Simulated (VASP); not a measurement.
# NbP (I4_1md) in VASP: further runs

The runs below take NbP through single point, with r2SCAN, PBEsol.

Program: VASP 6.6.1. These are calculated values, not measurements. Logs are shortened: lines on timing, memory, paths and dates and some standing lists are left out, and cuts for length are marked.

## (1) The cell of the first run

The structure is tetragonal, space group I4_1md (No. 109). The conventional cell has a = 3.416 Å, b = 3.416 Å, c = 11.705 Å, α = 90.00°, β = 90.00°, γ = 90.00°. Nb (site symmetry 2mm) has 6 P at 2.60 Å and 8 Nb at 3.39 to 3.42 Å within 3.5 Å. P (site symmetry 2mm) has 6 Nb at 2.60 Å and 8 P at 3.39 to 3.42 Å within 3.5 Å.

## (2) Single point, r2SCAN

POSCAR reads:

```
NbP
1.0
   -1.7077732268      1.7077732268      5.8526878982
    1.7077732268     -1.7077732268      5.8526878982
    1.7077732268      1.7077732268     -5.8526878982
Nb P
2 2
Direct
    0.2498808000      0.7498808000      0.5000000000
    0.4998808000      0.4998808000      0.0000000000
    0.8327477700      0.3327477700      0.5000000000
    0.0827477700      0.0827477700      0.0000000000
```

INCAR.step1 reads:

```
SYSTEM = NbP
ALGO = Normal
EDIFF = 1E-4
ENCUT = 520
GGA = PE
ISMEAR = -1
LASPH = .TRUE.
LCHARG = .FALSE.
LREAL = .FALSE.
LWAVE = .TRUE.
NBANDS = 26
NELM = 80
PREC = Accurate
SIGMA = 0.05
```

INCAR.step2 reads:

```
SYSTEM = NbP
ALGO = Normal
EDIFF = 1E-6
ENCUT = 520
ISIF = 2
ISMEAR = -1
ISTART = 1
LASPH = .TRUE.
LCHARG = .FALSE.
LMIXTAU = .TRUE.
LREAL = .FALSE.
LWAVE = .FALSE.
METAGGA = R2SCAN
NBANDS = 26
NELM = 80
PREC = Accurate
SIGMA = 0.05
```

KPOINTS reads:

```
k-points
0
G
  11 11 11
  0 0 0
```

Potentials or basis: VASP PAW PBE potentials, release 64 (Nb_sv, P).

Started as:

```console
cat potpaw_PBE.64/Nb_sv/POTCAR potpaw_PBE.64/P/POTCAR > POTCAR
cp INCAR.step1 INCAR
mpirun -np 1 vasp_std > vasp.out
cp INCAR.step2 INCAR
mpirun -np 1 vasp_std > vasp.out
```

OUTCAR:

```text
SYSTEM = NbP
   EDIFF = 1E-6
   ENCUT = 520
   ISIF = 2
   ISMEAR = -1
   ISTART = 1
   LASPH = .TRUE.
   LREAL = .FALSE.
   METAGGA = R2SCAN
   NELM = 80
   PREC = Accurate

 ion  position               nearest neighbor table
   1  0.250  0.750  0.500-   4 2.60   4 2.60   3 2.60   3 2.60   3 2.60   3 2.60
   2  0.500  0.500  0.000-   3 2.60   3 2.60   4 2.60   4 2.60   4 2.60   4 2.60
   3  0.833  0.333  0.500-   2 2.60   2 2.60   1 2.60   1 2.60   1 2.60   1 2.60
   4  0.083  0.083  0.000-   1 2.60   1 2.60   2 2.60   2 2.60   2 2.60   2 2.60

  LATTYP: Found a body centered tetragonal cell.
 ALAT       =     3.4155464536
 C/A-ratio  =     3.4270872774

  Lattice vectors:

 A1 = (  -1.7077732268,   1.7077732268,   5.8526878982)
 A2 = (   1.7077732268,  -1.7077732268,   5.8526878982)
 A3 = (   1.7077732268,   1.7077732268,  -5.8526878982)

Analysis of symmetry for initial positions (statically):
=====================================================================
 Subroutine PRICEL returns:
 Original cell was already a primitive cell.

 Routine SETGRP: Setting up the symmetry group for a
 body centered tetragonal supercell.

 Subroutine GETGRP returns: Found  8 space group operations
 (whereof  4 operations were pure point group operations)
 out of a pool of 16 trial point group operations.

The static configuration has the point symmetry C_2v.
 The point group associated with its full space group is C_4v.

Analysis of symmetry for dynamics (positions and initial velocities):
=====================================================================
 Subroutine PRICEL returns:
 Original cell was already a primitive cell.

 Routine SETGRP: Setting up the symmetry group for a
 body centered tetragonal supercell.

 Subroutine GETGRP returns: Found  8 space group operations
 (whereof  4 operations were pure point group operations)
 out of a pool of 16 trial point group operations.

The dynamic configuration has the point symmetry C_2v.
 The point group associated with its full space group is C_4v.

 Subroutine INISYM returns: Found  8 space group operations
 (whereof  4 operations are pure point group operations),
 and found     1 'primitive' translations

----------------------------------------------------------------------------------------

                                     Primitive cell

  volume of cell :      68.2772

  direct lattice vectors                    reciprocal lattice vectors
    -1.707773227  1.707773227  5.852687898     0.000000000  0.292778919  0.085430833
     1.707773227 -1.707773227  5.852687898     0.292778919  0.000000000  0.085430833
     1.707773227  1.707773227 -5.852687898     0.292778919  0.292778919  0.000000000

  length of vectors
[... 85 lines left out ...]
   NELM   =     80;   NELMIN=  2; NELMDL=  0     # of ELM steps
   EDIFF  = 0.1E-05   stopping-criterion for ELM
   LREAL  =      F    real-space projection
   EDIFFG = 0.1E-04   stopping-criterion for IOM
   NSW    =      0    number of steps for IOM
   IBRION =     -1    ionic relax: 0-MD 1-quasi-New 2-CG
   NFREE  =      0    steps in history (QN), initial steepest desc. (CG)
   ISIF   =      2    stress and relaxation
   ISYM   =      2    0-nonsym 1-usesym 2-fastsym
   POTIM  = 0.5000    time-step for ionic-motion
   TEBEG  =    0.0;   TEEND  =   0.0 temperature during run
   PSTRESS=    0.0 pullay stress
   NELECT =      36.0000    total number of electrons
   NUPDOWN=      -1.0000    fix difference up-down
   EMIN   =  10.00;   EMAX   =-10.00  energy-range for DOS
   EFERMI =   0.00;   METHOD = LEGACY
   ISMEAR =    -1;   SIGMA  =   0.05  broadening in eV -4-tet -1-fermi 0-gaus
   EFERMI_NEDOS =   21; number of points for ismear=-14 and -15
   IALGO  =     38    algorithm
   IMIX   =      4    mixing-type and parameters
     AMIX     =   0.40;   BMIX     =  1.00
     AMIX_MAG =   1.60;   BMIX_MAG =  1.00
  volume/ion in A,a.u.               =      17.07       115.19
  Fermi-wavevector in a.u.,A,eV,Ry     =   1.322565  2.499286 23.799020  1.749179
  Thomas-Fermi vector in A             =   2.452237
   LORBIT       =      0    0 simple, 1 ext, 2 COOP (PROOUT), +10 PAW based schemes
   METAGGA = R2SCAN    functional components
   LHFCALC =     F    Hartree Fock is set to
   AEXX    =    0.0000 exact exchange contribution
   IVDW    =     0    specifies the selected vdW correction
   LEPSILON=     F    determine dielectric tensor
   LRPA    =     F    only Hartree local field effects (RPA)
 non-spin polarized calculation
  energy-cutoff  :      520.00
  volume of cell :       68.28
 maximum number of plane-waves:      1866
   NGX = 23   NGY = 23   NGZ = 23

 number of electron      36.0000000 magnetization

 Free energy of the ion-electron system (eV)
  ---------------------------------------------------
  ext. energy  EPLUGINS =         0.00000000
  ---------------------------------------------------
  free energy    TOTEN  =       -71.88194637 eV

  energy without entropy =      -71.87669911  energy(sigma->0) =      -71.87932274

 E-fermi :   9.8331     XC(G=0): -12.5166

 val. band max:        9.8293653262   @ k =  -0.0909  -0.4545   0.0909
 cond. band min:       9.8525163539   @ k =  -0.0909   0.4545   0.0909
 fundamental gap:      0.0231510277
 Fermi energy:         9.8331397259

 k-point     1 :       0.0000    0.0000    0.0000
  band No.  band energies     occupation
      1     -47.1691      2.00000
      2     -47.1383      2.00000
      3     -22.6540      2.00000
      4     -22.5016      2.00000
      5     -22.5016      2.00000
      6     -22.3683      2.00000
[... 685 lines left out ...]
     25      13.8464      0.00000
     26      15.0530      0.00000

 [... further k-points ...]
[... 5 lines left out ...]
  --------------------------------------------------------------------------------------
  -------------------------------------------------------------------------------------
  Total       -5.2535805     -5.2535805     -4.4750582      0.0000000      0.0000000      0.0000000
  in kB     -123.2793153   -123.2793153   -105.0106896      0.0000000      0.0000000      0.0000000
  external PRESSURE =    -117.1897734 kB  Pullay stress =       0.0000000 kB

 VOLUME and BASIS-vectors are now :
 -----------------------------------------------------------------------------
  energy-cutoff  :      520.00
  volume of cell :       68.28
      direct lattice vectors                 reciprocal lattice vectors
    -1.707773227  1.707773227  5.852687898     0.000000000  0.292778919  0.085430833
     1.707773227 -1.707773227  5.852687898     0.292778919  0.000000000  0.085430833
     1.707773227  1.707773227 -5.852687898     0.292778919  0.292778919  0.000000000

 POSITION                                       TOTAL-FORCE (eV/Angst)
 -----------------------------------------------------------------------------------
      1.70777      0.00000      2.92495         0.000000     -0.000000     -0.021118
      0.00000      0.00000      5.85129        -0.000000      0.000000     -0.021118
     -0.00000      1.70777      3.89494         0.000000     -0.000000      0.021118
      0.00000      0.00000      0.96859        -0.000000      0.000000      0.021118
 -----------------------------------------------------------------------------------
    total drift:                                0.000000      0.000000      0.000213

  FREE ENERGIE OF THE ION-ELECTRON SYSTEM (eV)
  ---------------------------------------------------
  free  energy   TOTEN  =       -71.8819463747 eV

  energy  without entropy=      -71.8766991090  energy(sigma->0) =      -71.87932274
```

OUTCAR.step1:

```text
SYSTEM = NbP
   EDIFF = 1E-4
   ENCUT = 520
   GGA = PE
   ISMEAR = -1
   LASPH = .TRUE.
   LREAL = .FALSE.
   NELM = 80
[... 924 lines left out ...]
      0.00000      0.00000      5.85129         0.000000      0.000000     -0.003007
     -0.00000      1.70777      3.89494         0.000000     -0.000000      0.003007
      0.00000      0.00000      0.96859        -0.000000      0.000000      0.003007
 -----------------------------------------------------------------------------------
    total drift:                               -0.000000     -0.000000      0.000317

  FREE ENERGIE OF THE ION-ELECTRON SYSTEM (eV)
  ---------------------------------------------------
  free  energy   TOTEN  =       -35.1628958479 eV

  energy  without entropy=      -35.1570525615  energy(sigma->0) =      -35.15997420
```

OSZICAR.step1:

```text
N       E                     dE             d eps       ncg     rms          rms(c)
DAV:   1     0.341200562821E+03    0.34120E+03   -0.18939E+04  6552   0.137E+03
DAV:   2    -0.834999859567E+01   -0.34955E+03   -0.34001E+03  7854   0.498E+02
DAV:   3    -0.359611203856E+02   -0.27611E+02   -0.27159E+02 12024   0.104E+02
DAV:   4    -0.376771677020E+02   -0.17160E+01   -0.17074E+01  9872   0.211E+01
DAV:   5    -0.377534948397E+02   -0.76327E-01   -0.76247E-01 11584   0.482E+00    0.119E+01
DAV:   6    -0.351574974116E+02    0.25960E+01   -0.94372E+00 10104   0.206E+01    0.425E+00
DAV:   7    -0.351671058745E+02   -0.96085E-02   -0.71389E-01  9764   0.471E+00    0.284E+00
DAV:   8    -0.351623361375E+02    0.47697E-02   -0.90448E-02 10388   0.189E+00    0.482E-01
DAV:   9    -0.351625052252E+02   -0.16909E-03   -0.73435E-03 10418   0.535E-01    0.313E-01
DAV:  10    -0.351629161872E+02   -0.41096E-03   -0.19298E-03  8246   0.397E-01    0.494E-02
DAV:  11    -0.351628958479E+02    0.20339E-04   -0.82847E-05  5286   0.902E-02
   1 F= -.35162896E+02 E0= -.35159974E+02  d E =-.584329E-02
```

It took 41 min on 1 thread of Intel Xeon 8259CL, shared host; peak memory 0.47 GiB.

Results:

* Free energy: -71.8819 eV
* Pressure: -11.7 GPa
* Largest force: 0.021 eV/Å
* Band gap on the k mesh: zero (bands 18 and 19 overlap by 0.02 eV)

Forces in eV/Å, atoms in the order of the input:
```
Nb   0.000  0.000 -0.021
Nb   0.000  0.000 -0.021
P    0.000  0.000  0.021
P    0.000  0.000  0.021
```

Caveat: the cell stands under tension; the PAW data sets were made with another functional, which shifts forces and pressure a little.

## (3) Single point, PBEsol

This run uses another cell than the first one, of 13.83 Å³/atom.

INCAR reads:

```
PREC = Accurate ; ENCUT = 520
EDIFF = 1E-7 ; ISMEAR = -1
SIGMA = 0.05 ; LREAL = F
LASPH = T ; NELM = 60
ALGO = Normal ; ISIF = 2
LWAVE = F ; LCHARG = F
GGA = PS ; NBANDS = 26
```

KPOINTS reads:

```
Automatic mesh
0
Gamma
  11 11 11
```

POSCAR reads:

```
NbP
1.0
   -1.6095987024      1.6095987024      5.3385543826
    1.6095987024     -1.6095987024      5.3385543826
    1.6095987024      1.6095987024     -5.3385543826
Nb P
2 2
Direct
    0.2512311715      0.7512311715      0.5000000000
    0.5012311715      0.5012311715      0.0000000000
    0.8313973985      0.3313973985      0.5000000000
    0.0813973985      0.0813973985      0.0000000000
```

Potentials or basis: VASP PAW PBE potentials, release 64 (Nb_sv, P).

Started as:

```console
cat potpaw_PBE.64/Nb_sv/POTCAR potpaw_PBE.64/P/POTCAR > POTCAR
mpirun -np 1 vasp_std > vasp.out
```

It took 12 min on 1 thread of Intel Xeon 8259CL, shared host; peak memory 0.42 GiB.

It converged, with:

```
Free energy            : -37.2584 eV
Pressure               : 29.7 GPa
Band gap on the k mesh : zero (filled and empty bands overlap)
```

Levels at points of the mesh, in eV from the Fermi level:
```csv
k point,band 16,band 17,band 18,band 19,band 20,band 21
"(0.00, 0.00, 0.00)",-1.87,-1.44,-1.44,0.75,1.87,3.32
```

Caveat: the cell stands under pressure; the PAW data sets were made with another functional, which shifts forces and pressure a little.

## (4) Single point, PBEsol

This run uses another cell than the first one, of 14.31 Å³/atom.

INCAR reads:

```
SYSTEM = NbP
PREC = Accurate
ENCUT = 520
EDIFF = 1E-6
ISMEAR = -1
SIGMA = 0.05
LREAL = .FALSE.
LASPH = .TRUE.
NELM = 60
ALGO = Normal
ISIF = 2
LWAVE = .FALSE.
LCHARG = .FALSE.
GGA = PS
NBANDS = 26
```

KPOINTS reads:

```
Automatic mesh
0
G
  11 11 11
  0 0 0
```

POSCAR reads:

```
NbP
1.0
   -1.6234956905      1.6234956905      5.4276697382
    1.6234956905     -1.6234956905      5.4276697382
    1.6234956905      1.6234956905     -5.4276697382
Nb P
2 2
Direct
    0.2508580711      0.7508580711      0.5000000000
    0.5008580711      0.5008580711      0.0000000000
    0.8317704989      0.3317704989      0.5000000000
    0.0817704989      0.0817704989      0.0000000000
```

Started as:

```console
cat potpaw_PBE.64/Nb_sv/POTCAR potpaw_PBE.64/P/POTCAR > POTCAR
mpirun -np 1 vasp_std > vasp.out
```

Wall time 12 min (1 thread of Intel Xeon 8259CL, shared host); peak memory 0.42 GiB.

Results (log left out):

```yaml
Free_energy: -37.5509 eV
Pressure: 19.7 GPa
Band_gap_on_the_k_mesh: zero (bands 18 and 19 overlap by 0.02 eV)
```

Levels at points of the mesh, in eV from the Fermi level:
```tsv
k point	band 15	band 16	band 17	band 18	band 19	band 20	band 21	band 22
(0.00, 0.00, 0.00)	-2.42	-1.85	-1.41	-1.41	0.79	1.82	3.16	3.56
```

Caveat: the cell stands under pressure; the PAW data sets were made with another functional, which shifts forces and pressure a little.

## (5) Summary

| level | cell | gap on the mesh (eV) | pressure (GPa) |
| --- | --- | --- | --- |
| r2SCAN | a = 6.331 Å, angles 148.7, 148.7, 44.8°, 4 atoms, atomic positions A | none | -11.7 |
| PBEsol | a = 5.804 Å, angles 147.8, 147.8, 46.2°, 4 atoms, atomic positions B | none | 29.7 |
| PBEsol | a = 5.893 Å, angles 148.0, 148.0, 45.9°, 4 atoms, atomic positions C | none | 19.7 |

Alike in all rows: task single point; potentials or basis VASP PAW PBE potentials, release 64 (Nb_sv, P); no spin polarisation; k mesh 11 × 11 × 11; cutoff (eV) 520; smearing fermi-dirac 0.05 eV.

Caveats: the PAW data sets were made with another functional, which shifts forces and pressure a little; the cell stands under pressure (at least some runs); the cell stands under tension (at least some runs).

Total energies depend on the potentials used, so only differences within one code and one set of settings carry meaning.

The gap in the log of VASP goes by the Fermi energy; the results here count the filled bands.